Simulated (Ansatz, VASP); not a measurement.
BaZrP in VASP and in Ansatz

```
Ba Zr P
1.0
     4.47955    0.00000    0.00000
    -2.23978    3.87941    0.00000
     0.00000    0.00000    5.17825
Ba Zr P
1 1 1
Direct
  0.66667 0.33333 0.00000
  0.00000 0.00000 0.50000
  0.33333 0.66667 0.50000
```

Change from the starting cell: species swapped into the TbZnSi type (P-6m2, No. 187).

Alike in both runs: functional PBE; k mesh 6 × 6 × 4; occupations gaussian, width 0.1 eV; no spin polarisation.

Ansatz relaxed the structure, and its values are those at the end. VASP's run is a single point on that final structure, the one shown.

|  | VASP | Ansatz |
| --- | --- | --- |
| version | VASP 6.6.1 | Ansatz 0.2.0 |
| potentials or method | VASP PAW PBE potentials, release 64 (Ba_sv, Zr_sv, P), cutoff 520 eV | scalar-relativistic, plane waves, PAW |
| valence electrons in the cell | 27 | 27 |

```tsv
	VASP	Ansatz	Ansatz less VASP
gap on the k mesh at the Fermi level (eV)	none	none	-
pressure (GPa)	0.4	0.1	-0.31
```

A gap of «none» marks a metal or a gap that the smearing closes. The functional is the same, so the differences come from potentials, cutoffs and numerics.

Spin-orbit coupling is off throughout.
